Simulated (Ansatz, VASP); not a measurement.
**Lu: VASP beside Ansatz**

```
Lu
1.0
     3.52630    0.00000    0.00000
    -1.76315    3.05387    0.00000
     0.00000    0.00000    5.58766
Lu
2
Cartesian
  1.7632 1.0180 4.1907
  0.0000 2.0359 1.3969
```

Change from the starting cell: volume scaled by 1.02.

Alike in both runs: task single point; functional LDA; k mesh 9 × 9 × 5; occupations fermi-dirac, width 0.05 eV; no spin polarisation.

|  | VASP | Ansatz |
| --- | --- | --- |
| version | VASP 6.6.1 | Ansatz 0.2.0 |
| potentials or method | VASP PAW PBE potentials, release 64 (Lu), cutoff 520 eV | all-electron LAPW, scalar-relativistic |

VASP gave:

| Quantity | Value |
| --- | --- |
| gap on the k mesh at the Fermi level (eV) | none |
| pressure (GPa) | -6.0 |
| traceless stress, the component that is largest in VASP (GPa) | -0.78 |

Problem. Which values does Ansatz return?

Solution. gap on the k mesh at the Fermi level (eV): none; pressure (GPa): -6.2; traceless stress, the component that is largest in VASP (GPa): -0.77.

VASP's potentials were made for PBE, not for LDA. LDA's correlation is that of Perdew and Zunger in VASP and of Perdew and Wang (1992) in Ansatz. A gap of «none» marks a metal or a gap that the smearing closes. Ansatz ran all-electron here, and VASP with PAW potentials.

Spin-orbit coupling is off throughout.
